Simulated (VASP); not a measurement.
Set up this calculation in VASP 6.6.1, as the native input.

| Property | Result |
| --- | --- |
| Task | single point |
| Functional | r2SCAN |
| Potentials or basis | VASP PAW PBE potentials, release 64 (Tl_d, Br) |
| Cutoff | 550 eV |
| k mesh | 6 × 6 × 6 |
| Occupations | gaussian, width 0.01 eV |
| Spin | no spin polarisation |
| Dipole correction | no |
| Further INCAR settings | ALGO = Normal; EDIFF = 1e-06; NBANDS = 17 |

Crystal: TlBr.

```xyz
2
Lattice="3.7041 0.0000 0.0000 0.0000 3.7041 0.0000 0.0000 0.0000 3.7041" Properties=species:S:1:pos:R:3 pbc="T T T"
Tl    0.0000    0.0000    0.0000
Br    1.8521    1.8521    1.8521
```

One way to write it, as run:

POSCAR

```
TlBr
1.0
    3.7041300014      0.0000000000      0.0000000000
    0.0000000000      3.7041300014      0.0000000000
    0.0000000000      0.0000000000      3.7041300014
Tl Br
1 1
Direct
    0.0000000000      0.0000000000      0.0000000000
    0.5000000000      0.5000000000      0.5000000000
```

INCAR.step1

```
SYSTEM = TlBr
PREC     = Accurate       ! precision mode
ENCUT    = 550            ! plane-wave cutoff, eV
ISMEAR   = 0              ! smearing method
SIGMA    = 0.01           ! smearing width, eV
LREAL    = .FALSE.        ! projectors in reciprocal space
LASPH    = .TRUE.         ! aspherical terms in the spheres
NELM     = 120            ! most SCF steps
NBANDS   = 17             ! bands
GGA      = PE             ! functional
ALGO     = Normal         ! electronic algorithm
EDIFF    = 1E-5           ! SCF threshold, eV
LWAVE    = .TRUE.         ! write WAVECAR
LCHARG   = .FALSE.        ! write CHGCAR
GGA_COMPAT= .FALSE.
```

INCAR.step2

```
SYSTEM = TlBr
PREC     = Accurate       ! precision mode
ENCUT    = 550            ! plane-wave cutoff, eV
EDIFF    = 1E-6           ! SCF threshold, eV
ISMEAR   = 0              ! smearing method
SIGMA    = 0.01           ! smearing width, eV
LREAL    = .FALSE.        ! projectors in reciprocal space
LASPH    = .TRUE.         ! aspherical terms in the spheres
NELM     = 120            ! most SCF steps
ALGO     = Normal         ! electronic algorithm
ISIF     = 2              ! what is computed and relaxed
LWAVE    = .FALSE.        ! write WAVECAR
LCHARG   = .FALSE.        ! write CHGCAR
METAGGA  = R2SCAN         ! meta-GGA
LMIXTAU  = .TRUE.       
NBANDS   = 17             ! bands
ISTART   = 1            
GGA_COMPAT= .FALSE.
```

KPOINTS

```
Automatic mesh
0
G
  6 6 6
  0 0 0
```

Potentials or basis: VASP PAW PBE potentials, release 64 (Tl_d, Br).

Command:

```console
$ cat potpaw_PBE.64/Tl_d/POTCAR potpaw_PBE.64/Br/POTCAR > POTCAR
$ cp INCAR.step1 INCAR
$ mpirun -np 1 vasp_std > vasp.out
$ cp INCAR.step2 INCAR
$ mpirun -np 1 vasp_std > vasp.out
```

It gave:

```
Pressure               : 10.0 GPa
Band gap on the k mesh : 1.36 eV, indirect (least direct gap 1.64 eV)
```

Caveat: the PAW data sets were made with another functional, which shifts forces and pressure a little; spin-orbit coupling is left out, which moves the levels of the heavy elements.

It took 48 s on 1 thread of Intel(R) Xeon(R) 6975P-C (Granite Rapids), with other jobs on the host, peak memory 0.17 GiB.
